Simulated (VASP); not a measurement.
# W (Fd-3m) in VASP: notebook

The runs below take W through relaxation of cell and atoms, single point, with PBEsol.

Everything below comes from runs of VASP 6.6.1. Logs are shortened: lines on timing, memory, paths and dates and some standing lists are left out, and cuts for length are marked.

## (1) The cell of the first run

Symmetry: Fd-3m, No. 227, cubic system. The conventional cell has a = 5.552 Å, b = 5.552 Å, c = 5.552 Å, α = 90.00°, β = 90.00°, γ = 90.00°. W (site symmetry -43m) has 4 W at 2.40 Å within 3.2 Å.

This isn't the form of W at room conditions, which is bcc.

## (2) Relaxation of cell and atoms, PBEsol

Input file INCAR:

```
ALGO     = Normal         # electronic algorithm
EDIFF    = 1E-6           # SCF threshold, eV
EDIFFG   = -0.01          # ionic threshold
ENCUT    = 600            # plane-wave cutoff, eV
GGA      = PS             # functional
IBRION   = 2              # ionic algorithm
ISIF     = 3              # what is computed and relaxed
ISMEAR   = -1             # smearing method
LASPH    = T              # aspherical terms in the spheres
LCHARG   = F              # write CHGCAR
LREAL    = F              # projectors in reciprocal space
LWAVE    = F              # write WAVECAR
NELM     = 80             # most SCF steps
NSW      = 80             # ionic steps
PREC     = Accurate       # precision mode
SIGMA    = 0.1            # smearing width, eV
```

Input file KPOINTS:

```
k-points
0
Gamma
  10 10 10
```

Input file POSCAR:

```
W
1.0
    0.0000000000      2.7760741367      2.7760741367
    2.7760741367      0.0000000000      2.7760741367
    2.7760741367      2.7760741367      0.0000000000
W
2
Direct
    0.1250000000      0.1250000000      0.1250000000
    0.8750000000      0.8750000000      0.8750000000
```

Potentials or basis: VASP PAW PBE potentials, release 64 (W_sv).

Command:

```bash
$ cat potpaw_PBE.64/W_sv/POTCAR > POTCAR
$ mpirun -np 1 vasp_std > vasp.out
```

OUTCAR:

```text
EDIFF = 1E-6
   EDIFFG = -0.01
   ENCUT = 600
   GGA = PS
   IBRION = 2
   ISIF = 3
   ISMEAR = -1
   LASPH = T
   LREAL = F
   NELM = 80
   NSW = 80
   PREC = Accurate

 ion  position               nearest neighbor table
   1  0.125  0.125  0.125-   2 2.40   2 2.40   2 2.40   2 2.40
   2  0.875  0.875  0.875-   1 2.40   1 2.40   1 2.40   1 2.40

  LATTYP: Found a face centered cubic cell.
 ALAT       =     5.5521482734

  Lattice vectors:

 A1 = (   0.0000000000,   2.7760741367,   2.7760741367)
 A2 = (   2.7760741367,   0.0000000000,   2.7760741367)
 A3 = (   2.7760741367,   2.7760741367,   0.0000000000)

Analysis of symmetry for initial positions (statically):
=====================================================================
 Subroutine PRICEL returns:
 Original cell was already a primitive cell.

 Routine SETGRP: Setting up the symmetry group for a
 face centered cubic supercell.

 Subroutine GETGRP returns: Found 48 space group operations
 (whereof 12 operations were pure point group operations)
 out of a pool of 48 trial point group operations.

The static configuration has the point symmetry D_3d.
 The point group associated with its full space group is O_h .

Analysis of symmetry for dynamics (positions and initial velocities):
=====================================================================
 Subroutine PRICEL returns:
 Original cell was already a primitive cell.

 Routine SETGRP: Setting up the symmetry group for a
 face centered cubic supercell.

 Subroutine GETGRP returns: Found 48 space group operations
 (whereof 12 operations were pure point group operations)
 out of a pool of 48 trial point group operations.

The dynamic configuration has the point symmetry D_3d.
 The point group associated with its full space group is O_h .

 Subroutine INISYM returns: Found 48 space group operations
 (whereof 12 operations are pure point group operations),
 and found     1 'primitive' translations

----------------------------------------------------------------------------------------

                                     Primitive cell

  volume of cell :      42.7881

  direct lattice vectors                    reciprocal lattice vectors
     0.000000000  2.776074137  2.776074137    -0.180110464  0.180110464  0.180110464
     2.776074137  0.000000000  2.776074137     0.180110464 -0.180110464  0.180110464
     2.776074137  2.776074137  0.000000000     0.180110464  0.180110464 -0.180110464

  length of vectors
     3.925961694  3.925961694  3.925961694     0.311960474  0.311960474  0.311960474

  position of ions in fractional coordinates (direct lattice)
     0.125000000  0.125000000  0.125000000
     0.875000000  0.875000000  0.875000000

  ion indices of the primitive-cell ions
   primitive index   ion index
                 1           1
                 2           2

----------------------------------------------------------------------------------------

 KPOINTS: k-points

Automatic generation of k-mesh.
 Grid dimensions read from file:
 generate k-points for:   10   10   10

 Generating k-lattice:

  Cartesian coordinates                     Fractional coordinates (reciprocal lattice)
    -0.018011046  0.018011046  0.018011046     0.100000000  0.000000000  0.000000000
     0.018011046 -0.018011046  0.018011046     0.000000000  0.100000000  0.000000000
     0.018011046  0.018011046 -0.018011046     0.000000000  0.000000000  0.100000000

  Length of vectors
     0.031196047  0.031196047  0.031196047

  Shift w.r.t. Gamma in fractional coordinates (k-lattice)
     0.000000000  0.000000000  0.000000000

 Subroutine IBZKPT returns following result:
 ===========================================

 Found     47 irreducible k-points:

 Following reciprocal coordinates:
            Coordinates               Weight
  0.000000  0.000000  0.000000      1.000000
  0.100000  0.000000  0.000000      8.000000
  0.200000  0.000000  0.000000      8.000000
  0.300000  0.000000  0.000000      8.000000
  0.400000  0.000000  0.000000      8.000000
  0.500000  0.000000  0.000000      4.000000
[... 16 lines left out ...]
  0.300000  0.300000  0.000000      6.000000
  0.400000  0.300000  0.000000     24.000000
 [... further k-points ...]
   k-points           NKPTS =     47   k-points in BZ     NKDIM =     47   number of bands    NBANDS=     18
   number of dos      NEDOS =    301   number of ions     NIONS =      2
   total plane-waves  NPLWV =  32768
   dimension x,y,z NGX =    32 NGY =   32 NGZ =   32
   dimension x,y,z NGXF=    64 NGYF=   64 NGZF=   64
   ions per type =               2
   NGX,Y,Z   is equivalent  to a cutoff of  13.55, 13.55, 13.55 a.u.
   NGXF,Y,Z  is equivalent  to a cutoff of  27.10, 27.10, 27.10 a.u.
 SYSTEM =  unknown system
   PREC   = accura    normal or accurate (medium, high low for compatibility)
   ISTART =      0    job   : 0-new  1-cont  2-samecut
   ICHARG =      2    charge: 1-file 2-atom 10-const
   ISPIN  =      1    spin polarized calculation?
   LNONCOLLINEAR =      F non collinear calculations
   LSORBIT =      F    spin-orbit coupling
   LASPH  =      T    aspherical Exc in radial PAW
   ENCUT  =  600.0 eV  44.10 Ry    6.64 a.u.   7.84  7.84  7.84*2*pi/ulx,y,z
   NELM   =     80;   NELMIN=  2; NELMDL= -5     # of ELM steps
   EDIFF  = 0.1E-05   stopping-criterion for ELM
   LREAL  =      F    real-space projection
   EDIFFG = -.1E-01   stopping-criterion for IOM
   NSW    =     80    number of steps for IOM
   IBRION =      2    ionic relax: 0-MD 1-quasi-New 2-CG
   NFREE  =      1    steps in history (QN), initial steepest desc. (CG)
   ISIF   =      3    stress and relaxation
   ISYM   =      2    0-nonsym 1-usesym 2-fastsym
   POTIM  = 0.5000    time-step for ionic-motion
   TEBEG  =    0.0;   TEEND  =   0.0 temperature during run
   PSTRESS=    0.0 pullay stress
   NELECT =      28.0000    total number of electrons
   NUPDOWN=      -1.0000    fix difference up-down
   EMIN   =  10.00;   EMAX   =-10.00  energy-range for DOS
   EFERMI =   0.00;   METHOD = LEGACY
   ISMEAR =    -1;   SIGMA  =   0.10  broadening in eV -4-tet -1-fermi 0-gaus
   EFERMI_NEDOS =   21; number of points for ismear=-14 and -15
   IALGO  =     38    algorithm
   IMIX   =      4    mixing-type and parameters
     AMIX     =   0.40;   BMIX     =  1.00
     AMIX_MAG =   1.60;   BMIX_MAG =  1.00
  volume/ion in A,a.u.               =      21.39       144.37
  Fermi-wavevector in a.u.,A,eV,Ry     =   1.421302  2.685872 27.485131  2.020100
  Thomas-Fermi vector in A             =   2.542126
   LORBIT       =      0    0 simple, 1 ext, 2 COOP (PROOUT), +10 PAW based schemes
   GGA     = PS    functional components
   LHFCALC =     F    Hartree Fock is set to
   AEXX    =    0.0000 exact exchange contribution
   IVDW    =     0    specifies the selected vdW correction
   LEPSILON=     F    determine dielectric tensor
   LRPA    =     F    only Hartree local field effects (RPA)
 conjugate gradient relaxation of ions
 non-spin polarized calculation
  energy-cutoff  :      600.00
  volume of cell :       42.79
 maximum number of plane-waves:      1458
   NGX = 15   NGY = 15   NGZ = 15

--------------------------------------- Ionic step        1  -------------------------------------------

 number of electron      28.0000000 magnetization

 Free energy of the ion-electron system (eV)
  ---------------------------------------------------
  ext. energy  EPLUGINS =         0.00000000
  ---------------------------------------------------
  free energy    TOTEN  =       -21.71259022 eV

  energy without entropy =      -21.63039778  energy(sigma->0) =      -21.67149400

------------------------ aborting loop because EDIFF is reached ----------------------------------------

  FORCE on cell =-STRESS in cart. coord.  units (eV):
  Direction    XX          YY          ZZ          XY          YZ          ZX
  --------------------------------------------------------------------------------------
  -------------------------------------------------------------------------------------
  Total        5.0324414      5.0324414      5.0324414      0.0000000     -0.0000000      0.0000000
  in kB      188.4369787    188.4369787    188.4369787      0.0000000     -0.0000000      0.0000000
  external PRESSURE =     188.4369787 kB  Pullay stress =       0.0000000 kB
[... 21 lines left out ...]
  energy  without entropy=      -21.6303977776  energy(sigma->0) =      -21.67149400

--------------------------------------- Ionic step        2  -------------------------------------------

 number of electron      28.0000006 magnetization

 E-fermi :   3.3447     XC(G=0):  -9.9982

 val. band max:        3.3425920534   @ k =   0.3000   0.0000   0.0000
 cond. band min:       3.3611252591   @ k =  -0.3000   0.2000   0.0000
 fundamental gap:      0.0185332057
 Fermi energy:         3.3447204477

 k-point     1 :       0.0000    0.0000    0.0000
  band No.  band energies     occupation
      1     -70.0433      2.00000
      2     -69.9022      2.00000
      3     -34.3967      2.00000
      4     -34.3967      2.00000
      5     -34.3967      2.00000
      6     -33.8820      2.00000
[... 10 lines left out ...]
     17       4.6436      0.00000
     18       7.4479      0.00000
[... 548 lines left out ...]
  FREE ENERGIE OF THE ION-ELECTRON SYSTEM (eV)
  ---------------------------------------------------
  free  energy   TOTEN  =       -21.9899565617 eV

  energy  without entropy=      -21.8941221102  energy(sigma->0) =      -21.94203934

[... ionic steps 4 to 16 ...]

--------------------------------------- Ionic step       17  -------------------------------------------

 number of electron      27.9999998 magnetization

------------------------ aborting loop because EDIFF is reached ----------------------------------------

  FORCE on cell =-STRESS in cart. coord.  units (eV):
  Direction    XX          YY          ZZ          XY          YZ          ZX
  --------------------------------------------------------------------------------------
  -------------------------------------------------------------------------------------
  Total        0.0205154      0.0205154      0.0205154     -0.0000000      0.0000000      0.0000000
  in kB        0.6851511      0.6851511      0.6851511     -0.0000000      0.0000000      0.0000000
  external PRESSURE =       0.6851511 kB  Pullay stress =       0.0000000 kB
[... 57 lines left out ...]
  energy  without entropy=      -21.8962790445  energy(sigma->0) =      -21.94380689

--------------------------------------- Ionic step       19  -------------------------------------------

 number of electron      27.9999998 magnetization

 Free energy of the ion-electron system (eV)
  ---------------------------------------------------
  ext. energy  EPLUGINS =         0.00000000
  ---------------------------------------------------
  free energy    TOTEN  =       -21.99134388 eV

  energy without entropy =      -21.89634949  energy(sigma->0) =      -21.94384668

 E-fermi :   5.3455     XC(G=0): -11.0845

 val. band max:        5.3362915075   @ k =  -0.4000   0.4000   0.0000
 cond. band min:       5.3504057178   @ k =  -0.3000   0.1000   0.0000
 fundamental gap:      0.0141142103
 Fermi energy:         5.3454854196

 k-point     1 :       0.0000    0.0000    0.0000
  band No.  band energies     occupation
      1     -67.7678      2.00000
      2     -67.4129      2.00000
      3     -32.3820      2.00000
      4     -32.3820      2.00000
      5     -32.3820      2.00000
      6     -31.3915      2.00000
[... 10 lines left out ...]
     17       6.9265      0.00000
     18      10.8027      0.00000
[... 512 lines left out ...]
  FREE ENERGIE OF THE ION-ELECTRON SYSTEM (eV)
  ---------------------------------------------------
  free  energy   TOTEN  =       -21.9913438818 eV

  energy  without entropy=      -21.8963494862  energy(sigma->0) =      -21.94384668

 reached required accuracy - stopping structural energy minimisation
```

Run time: 2.6 min. Hardware: 1 thread of Intel Xeon Platinum 8488C (Sapphire Rapids), shared host; peak memory 0.2 GiB.

What came out:

- Free energy: -21.9913 eV
- Relaxed volume: 23.99 Å³/atom
- Relaxed cell: a = 4.079 Å, b = 4.079 Å, c = 4.079 Å, α = 60.00°, β = 60.00°, γ = 60.00°
- Space group after relaxing (to 0.1 Å): Fd-3m (No. 227)
- Energy gained by relaxing: 139.4 meV/atom
- Ionic steps: 19
- Pressure after relaxing: -0.1 GPa
- Band gap on the k mesh: zero (bands 14 and 15 overlap by 0.90 eV)

The path:
```tsv
step	energy change (eV)	largest force (eV/Å)	pressure (GPa)	volume (Å³)
1	0.0000	0.0000	18.84	42.79
2	0.6170	0.0000	-19.23	60.34
3	-0.2774	0.0000	-1.09	48.39
4	-0.2787	0.0000	-0.13	48.03
5	-0.2787	0.0000	0.17	47.92
6	-0.2787	0.0000	0.19	47.93
7	-0.2787	0.0000	0.16	47.93
8	-0.2787	0.0000	0.15	47.93
9	-0.2787	0.0000	0.15	47.93
10	-0.2787	0.0000	0.15	47.93
11	-0.2787	0.0000	0.15	47.93
12	-0.2787	0.0000	0.16	47.93
13	-0.2787	0.0000	0.16	47.93
14	-0.2787	0.0000	0.18	47.94
15	-0.2787	0.0000	0.14	47.94
16	-0.2787	0.0000	0.11	47.95
17	-0.2788	0.0000	0.07	47.97
18	-0.2787	0.0000	-0.13	48.02
19	-0.2788	0.0000	-0.06	47.99
```

Final structure:
```cif
data_structure
_symmetry_space_group_name_H-M 'P 1'
_symmetry_Int_Tables_number 1
_cell_length_a 4.0790
_cell_length_b 4.0790
_cell_length_c 4.0790
_cell_angle_alpha 60.000
_cell_angle_beta 60.000
_cell_angle_gamma 60.000
_cell_volume 47.99
loop_
_atom_site_label
_atom_site_type_symbol
_atom_site_fract_x
_atom_site_fract_y
_atom_site_fract_z
_atom_site_occupancy
W1 W 0.12500 0.12500 0.12500 1
W2 W 0.87500 0.87500 0.87500 1
```

Levels at points of the mesh, in eV from the Fermi level:
```csv
k point,band 11,band 12,band 13,band 14,band 15,band 16,band 17,band 18
"(0.00, 0.00, 0.00)",-1.96,-1.11,-1.11,-1.11,1.58,1.58,1.58,5.46
"(0.50, 0.00, 0.00)",-1.74,-1.74,-1.29,-1.29,-0.39,2.78,2.78,4.43
"(0.50, 0.50, 0.00)",-1.28,-1.28,-1.20,-1.20,1.08,1.08,4.73,4.73
```

Caveat: the PAW data sets were made with another functional, which shifts forces and pressure a little; spin-orbit coupling is left out, which moves the levels of the heavy elements.

## (3) Single point, PBEsol

This run uses another cell than the first one, of 23.87 Å³/atom.

Input file INCAR:

```
ALGO = Normal ; EDIFF = 1E-6
ENCUT = 520 ; GGA = PS
ISIF = 2 ; ISMEAR = -1
LASPH = T ; LCHARG = F
LREAL = F ; LWAVE = F
NBANDS = 21 ; NELM = 100
PREC = Accurate ; SIGMA = 0.1
```

Input file KPOINTS:

```
k-points
0
Gamma
  16 16 16
```

Input file POSCAR:

```
W
1.0
    0.0000000000      2.8792487036      2.8792487036
    2.8792487036      0.0000000000      2.8792487036
    2.8792487036      2.8792487036      0.0000000000
W
2
Direct
    0.1250000000      0.1250000000      0.1250000000
    0.8750000000      0.8750000000      0.8750000000
```

Potentials or basis: VASP PAW PBE potentials, release 64 (W_sv).

Command:

```bash
$ cat potpaw_PBE.64/W_sv/POTCAR > POTCAR
$ mpirun -np 1 vasp_std > vasp.out
```

It took 92 s on 1 thread of Intel Xeon Platinum 8488C (Sapphire Rapids), shared host; peak memory 0.25 GiB.

It converged, with:

```yaml
Free_energy: -21.9935 eV
Pressure: 0.6 GPa
Band_gap_on_the_k_mesh: zero (bands 14 and 15 overlap by 0.92 eV)
```

Levels at points of the mesh, in eV from the Fermi level:
| k point | band 10 | band 11 | band 12 | band 13 | band 14 | band 15 | band 16 | band 17 | band 18 | band 19 |
| --- | --- | --- | --- | --- | --- | --- | --- | --- | --- | --- |
| (0.00, 0.00, 0.00) | -1.99 | -1.99 | -1.12 | -1.12 | -1.12 | 1.58 | 1.58 | 1.58 | 5.49 | 5.49 |
| (0.50, 0.00, 0.00) | -1.98 | -1.77 | -1.77 | -1.30 | -1.30 | -0.39 | 2.79 | 2.79 | 4.45 | 4.45 |
| (0.50, 0.50, 0.00) | -2.91 | -1.28 | -1.28 | -1.22 | -1.22 | 1.07 | 1.07 | 4.74 | 4.74 | 4.83 |

Caveat: the PAW data sets were made with another functional, which shifts forces and pressure a little; spin-orbit coupling is left out, which moves the levels of the heavy elements.
